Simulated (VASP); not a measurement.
## Au: single point with PBE

Au:

```
Au
1.0
     2.74239    0.00000    0.00000
     0.00000    2.74239    0.00000
     0.00000    0.00000    2.74909
Au
1
Cartesian
  1.3712 1.3712 1.3745
```

| Quantity | Value |
| --- | --- |
| Program | VASP 6.6.1 |
| Task | single point |
| Functional | PBE |
| Potentials or basis | VASP PAW PBE potentials, release 64 (Au) |
| Cutoff | 520 eV |
| k mesh | 6 × 6 × 8 |
| Occupations | gaussian, width 0.1 eV |
| Spin | no spin polarisation |
| Dipole correction | no |
| Further INCAR settings | ALGO = Fast; EDIFF = 1e-07; NBANDS = 12 |

The pressure is -0.2 GPa.

Stress tensor (GPa, compression positive):
```
-0.26  0.00  0.00
 0.00 -0.26  0.00
 0.00  0.00 -0.04
```

Levels at points of the mesh, in eV from the Fermi level:
```tsv
k point	band 3	band 4	band 5	band 6	band 7	band 8
(0.00, 0.00, 0.00)	-5.46	-1.29	-1.29	-1.28	13.96	14.05
(0.50, 0.00, 0.00)	-2.73	-2.72	-1.15	-0.27	2.23	16.49
(0.50, 0.50, 0.00)	-2.48	-2.48	-0.13	4.02	4.02	6.60
(0.00, 0.00, 0.50)	-2.70	-2.70	-1.15	-0.28	2.18	16.51
(0.50, 0.00, 0.50)	-2.47	-2.45	-0.15	3.99	4.00	6.55
(0.50, 0.50, 0.50)	-4.73	-0.06	-0.04	8.58	8.58	8.59
```

It took 4.7 s on 1 thread of Intel(R) Xeon(R) 6975P-C (Granite Rapids) (shared host), peak memory 0.13 GiB.

Caveat: the k points lie up to 0.38 Å⁻¹ apart; spin-orbit coupling is left out, which moves the levels of the heavy elements.
